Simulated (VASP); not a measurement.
# C2Cl3 (C2/m) in VASP: single point with PBE

Aim: the single point of C2Cl3 with PBE.

All numbers are computed with VASP 6.6.1; they aren't measurements. Logs are shortened: lines on timing, memory, paths and dates and some standing lists are left out, and cuts for length are marked.

### Step 1. The cell of the first run

Symmetry: C2/m, No. 12, monoclinic system. Conventional cell: a = 12.744 Å, b = 3.474 Å, c = 13.203 Å, α = 90.00°, β = 112.08°, γ = 90.00°. Cl (site symmetry m) has 2 C at 2.21 Å within 2.9 Å. Cl (site symmetry m) has 2 C at 1.91 Å within 2.5 Å. Cl (site symmetry m) has 1 C at 1.71 Å within 2.3 Å. C (site symmetry m) has 1 C at 1.33 Å within 1.8 Å. Within 2.3 Å of C (site symmetry m) lie 3 Cl at 1.71 to 2.21 Å.

### Step 2. Single point, PBE

Contents of INCAR:

```
SYSTEM = C2Cl3
  ALGO = Normal
  EDIFF = 1E-7
  ENCUT = 520
  GGA = PE
  ISIF = 2
  ISMEAR = -1
  LASPH = .True.
  LCHARG = .True.
  LELF = .True.
  LREAL = .False.
  LVHAR = .True.
  LWAVE = .False.
  NBANDS = 40
  NELM = 100
  PREC = Accurate
  SIGMA = 0.1
```

Contents of KPOINTS:

```
k-points
0
Gamma
  5 5 5
  0 0 0
```

Contents of POSCAR:

```
C2Cl3
1.0
    0.0000000000      3.4743625581      0.0000000000
    6.3638632077     -1.7371812790     -0.3258770677
   -2.0336237185      1.7371812790    -12.1470836743
Cl C
6 4
Direct
    0.6108819552      0.8557129844      0.6339490740
    0.3891180448      0.1442870156      0.3660509260
    0.8762840442      0.8014814874      0.0489133991
    0.1237159558      0.1985185126      0.9510866009
    0.8973978832      0.4664523124      0.6716565461
    0.1026021168      0.5335476876      0.3283434539
    0.4436462890      0.9097281394      1.0224355615
    0.5563537110      0.0902718606     -0.0224355615
    0.0070888133      0.7308761758      0.7166985491
    0.9929111867      0.2691238242      0.2833014509
```

Potentials or basis: VASP PAW PBE potentials, release 64 (Cl, C).

Launch:

```console
cat potpaw_PBE.64/Cl/POTCAR potpaw_PBE.64/C/POTCAR > POTCAR
mpirun -np 1 vasp_std > vasp.out
```

OUTCAR:

```text
SYSTEM = C2Cl3
   EDIFF = 1E-7
   ENCUT = 520
   GGA = PE
   ISIF = 2
   ISMEAR = -1
   LASPH = .True.
   LREAL = .False.
   NELM = 100
   PREC = Accurate

 ion  position               nearest neighbor table
   1  0.611  0.856  0.634-   9 2.21   9 2.21
   2  0.389  0.144  0.366-  10 2.21  10 2.21
   3  0.876  0.801  0.049-   7 1.91   7 1.91
   4  0.124  0.199  0.951-   8 1.91   8 1.91
   5  0.897  0.466  0.672-   9 1.71
   6  0.103  0.534  0.328-  10 1.71
   7  0.444  0.910  0.022-   8 1.33   3 1.91   3 1.91
   8  0.556  0.090  0.978-   7 1.33   4 1.91   4 1.91
   9  0.007  0.731  0.717-   5 1.71   1 2.21   1 2.21
  10  0.993  0.269  0.283-   6 1.71   2 2.21   2 2.21

  LATTYP: Found a base centered monoclinic cell.
 ALAT       =    12.7444028169
 B/A-ratio  =     0.2726187023
 C/A-ratio  =     1.0360035618
 COS(beta)  =    -0.3758504127

  Lattice vectors:

 A1 = (  -6.3638632077,  -1.7371812791,   0.3258770677)
 A2 = (  -6.3638632077,   1.7371812790,   0.3258770677)
 A3 = (   4.3302394892,   0.0000000000, -12.4729607420)

Analysis of symmetry for initial positions (statically):
=====================================================================
 Subroutine PRICEL returns:
 Original cell was already a primitive cell.

 Routine SETGRP: Setting up the symmetry group for a
 base centered monoclinic supercell.

 Subroutine GETGRP returns: Found  4 space group operations
 (whereof  4 operations were pure point group operations)
 out of a pool of  4 trial point group operations.

The static configuration has the point symmetry C_2h.

Analysis of symmetry for dynamics (positions and initial velocities):
=====================================================================
 Subroutine PRICEL returns:
 Original cell was already a primitive cell.

 Routine SETGRP: Setting up the symmetry group for a
 base centered monoclinic supercell.

 Subroutine GETGRP returns: Found  4 space group operations
 (whereof  4 operations were pure point group operations)
 out of a pool of  4 trial point group operations.

The dynamic configuration has the point symmetry C_2h.

 Subroutine INISYM returns: Found  4 space group operations
 (whereof  4 operations are pure point group operations),
 and found     1 'primitive' translations

[... 114 lines left out ...]
   IBRION =     -1    ionic relax: 0-MD 1-quasi-New 2-CG
   NFREE  =      0    steps in history (QN), initial steepest desc. (CG)
   ISIF   =      2    stress and relaxation
   ISYM   =      2    0-nonsym 1-usesym 2-fastsym
   POTIM  = 0.5000    time-step for ionic-motion
   TEBEG  =    0.0;   TEEND  =   0.0 temperature during run
   PSTRESS=    0.0 pullay stress
   NELECT =      58.0000    total number of electrons
   NUPDOWN=      -1.0000    fix difference up-down
   EMIN   =  10.00;   EMAX   =-10.00  energy-range for DOS
   EFERMI =   0.00;   METHOD = LEGACY
   ISMEAR =    -1;   SIGMA  =   0.10  broadening in eV -4-tet -1-fermi 0-gaus
   EFERMI_NEDOS =   21; number of points for ismear=-14 and -15
   IALGO  =     38    algorithm
   IMIX   =      4    mixing-type and parameters
     AMIX     =   0.40;   BMIX     =  1.00
     AMIX_MAG =   1.60;   BMIX_MAG =  1.00
  volume/ion in A,a.u.               =      27.09       182.80
  Fermi-wavevector in a.u.,A,eV,Ry     =   0.979398  1.850793 13.050977  0.959220
  Thomas-Fermi vector in A             =   2.110248
   LORBIT       =      0    0 simple, 1 ext, 2 COOP (PROOUT), +10 PAW based schemes
   GGA     = PE    functional components
   LHFCALC =     F    Hartree Fock is set to
   AEXX    =    0.0000 exact exchange contribution
   IVDW    =     0    specifies the selected vdW correction
   LEPSILON=     F    determine dielectric tensor
   LRPA    =     F    only Hartree local field effects (RPA)
 non-spin polarized calculation
  energy-cutoff  :      520.00
  volume of cell :      270.88
 maximum number of plane-waves:      7345
 NGX is ok and might be reduce to    28
   NGX = 13   NGY = 25   NGZ = 47

 number of electron      57.9999999 magnetization

 Free energy of the ion-electron system (eV)
  ---------------------------------------------------
  ext. energy  EPLUGINS =         0.00000000
  ---------------------------------------------------
  free energy    TOTEN  =       -37.20069570 eV

  energy without entropy =      -37.12284706  energy(sigma->0) =      -37.16177138

 E-fermi :   0.3754     XC(G=0):  -7.0531

 val. band max:       -0.3310707717   @ k =   0.0000   0.0000   0.0000
 cond. band min:       0.3880082847   @ k =   0.2000   0.4000   0.0000
 fundamental gap:      0.7190790563
 Fermi energy:         0.3753981719

 k-point     1 :       0.0000    0.0000    0.0000
  band No.  band energies     occupation
      1     -18.4414      2.00000
      2     -17.7501      2.00000
      3     -17.7337      2.00000
      4     -16.9957      2.00000
      5     -15.3211      2.00000
      6     -15.3104      2.00000
[... 1021 lines left out ...]
     39       5.8713      0.00000
     40       6.3661      0.00000

 [... further k-points ...]

------------------------ aborting loop because EDIFF is reached ----------------------------------------

  FORCE on cell =-STRESS in cart. coord.  units (eV):
  Direction    XX          YY          ZZ          XY          YZ          ZX
  --------------------------------------------------------------------------------------
  -------------------------------------------------------------------------------------
  Total       -0.3132958     -0.1753752     -0.0665452     -0.0000000      0.0000000      0.1094718
  in kB       -1.8530613     -1.0372975     -0.3935971     -0.0000000      0.0000000      0.6474965
  external PRESSURE =      -1.0946520 kB  Pullay stress =       0.0000000 kB

 VOLUME and BASIS-vectors are now :
 -----------------------------------------------------------------------------
  energy-cutoff  :      520.00
  volume of cell :      270.88
      direct lattice vectors                 reciprocal lattice vectors
     0.000000000  3.474362558  0.000000000     0.079990677  0.287822581  0.027770374
     6.363863208 -1.737181279 -0.325877068     0.155801573  0.000000000 -0.026083773
    -2.033623718  1.737181279-12.147083674    -0.004179782  0.000000000 -0.081624522

 POSITION                                       TOTAL-FORCE (eV/Angst)
 -----------------------------------------------------------------------------------
      4.15643      1.73718     -7.97949        -0.013220     -0.000000     -0.004452
      0.17381      1.73718     -4.49347         0.013220      0.000000      0.004452
      5.00105      1.73718     -0.85534         0.024196      0.000000     -0.003986
     -0.67081      1.73718    -11.61762        -0.024196     -0.000000      0.003986
      1.60254      3.47436     -8.31067         0.082967      0.000000     -0.028532
      2.72770     -0.00000     -4.16229        -0.082967     -0.000000      0.028532
      5.74376      0.00000     -0.56899        -0.085317     -0.000000     -0.006980
     -1.41352      3.47436    -11.90397         0.085317      0.000000      0.006980
      3.19370     -0.00000     -8.94397        -0.070071     -0.000000      0.033091
      1.13654      3.47436     -3.52899         0.070071      0.000000     -0.033091
 -----------------------------------------------------------------------------------
    total drift:                               -0.000000     -0.000000      0.000000

  FREE ENERGIE OF THE ION-ELECTRON SYSTEM (eV)
  ---------------------------------------------------
  free  energy   TOTEN  =       -37.2006957049 eV

  energy  without entropy=      -37.1228470618  energy(sigma->0) =      -37.16177138
```

OSZICAR:

```text
N       E                     dE             d eps       ncg     rms          rms(c)
DAV:   1     0.402450984521E+03    0.40245E+03   -0.24711E+04  3120   0.122E+03
DAV:   2     0.220937599137E+01   -0.40024E+03   -0.38688E+03  4272   0.240E+02
DAV:   3    -0.384754426557E+02   -0.40685E+02   -0.40185E+02  3760   0.840E+01
DAV:   4    -0.393481851295E+02   -0.87274E+00   -0.86790E+00  3936   0.143E+01
DAV:   5    -0.393682536533E+02   -0.20069E-01   -0.20060E-01  3840   0.220E+00    0.296E+01
DAV:   6    -0.373371087922E+02    0.20311E+01   -0.30263E+00  3592   0.922E+00    0.161E+01
DAV:   7    -0.372257127630E+02    0.11140E+00   -0.23414E+00  3824   0.616E+00    0.553E+00
DAV:   8    -0.372114138793E+02    0.14299E-01   -0.16111E-01  3568   0.195E+00    0.166E+00
DAV:   9    -0.372042581513E+02    0.71557E-02   -0.38623E-02  3760   0.921E-01    0.674E-01
DAV:  10    -0.372008982109E+02    0.33599E-02   -0.62839E-03  3944   0.411E-01    0.389E-01
DAV:  11    -0.372006547366E+02    0.24347E-03   -0.21377E-03  3528   0.201E-01    0.113E-01
DAV:  12    -0.372006822307E+02   -0.27494E-04   -0.18409E-04  4000   0.658E-02    0.614E-02
DAV:  13    -0.372006916680E+02   -0.94373E-05   -0.34678E-05  3400   0.278E-02    0.194E-02
DAV:  14    -0.372006944493E+02   -0.27813E-05   -0.63289E-06  3840   0.112E-02    0.665E-03
DAV:  15    -0.372006955302E+02   -0.10810E-05   -0.31081E-06  3400   0.904E-03    0.317E-03
DAV:  16    -0.372006956706E+02   -0.14035E-06   -0.61463E-07  3984   0.349E-03    0.171E-03
DAV:  17    -0.372006957049E+02   -0.34316E-07   -0.99190E-08  2176   0.181E-03
   1 F= -.37200696E+02 E0= -.37161771E+02  d E =-.778486E-01
```

stdout:

```text
POSCAR found type information on POSCAR ClC
 POSCAR found :  2 types and      10 ions
 scaLAPACK will be used
 LDA part: xc-table for (Slater+PW92), standard interpolation
 POSCAR, INCAR and KPOINTS ok, starting setup
 FFT: planning ... GRIDC
 FFT: planning ... GRID_SOFT
 FFT: planning ... GRID
 WAVECAR not read
 entering main loop
```

Wall time 8.1 min (1 thread of Intel Xeon Platinum 8488C (Sapphire Rapids), shared host); peak memory 0.54 GiB.

Results:

```yaml
Free_energy: -37.2007 eV
Pressure: -0.1 GPa
Largest_force: 0.088 eV/Å
Band_gap_on_the_k_mesh: zero (bands 29 and 30 overlap by 2.44 eV)
```

Forces in eV/Å, atoms in the order of the input:
```
Cl  -0.013  0.000 -0.004
Cl   0.013  0.000  0.004
Cl   0.024  0.000 -0.004
Cl  -0.024  0.000  0.004
Cl   0.083  0.000 -0.029
Cl  -0.083  0.000  0.029
C   -0.085  0.000 -0.007
C    0.085  0.000  0.007
C   -0.070  0.000  0.033
C    0.070  0.000 -0.033
```

Caveat: the k points lie up to 0.38 Å⁻¹ apart, too coarse for converged energies and pressures of a metal; this functional lacks dispersion, which binds layers or chains, so the pressure and a relaxed spacing across them are unreliable.

The gap in the log of VASP goes by the Fermi energy; the results here count the filled bands.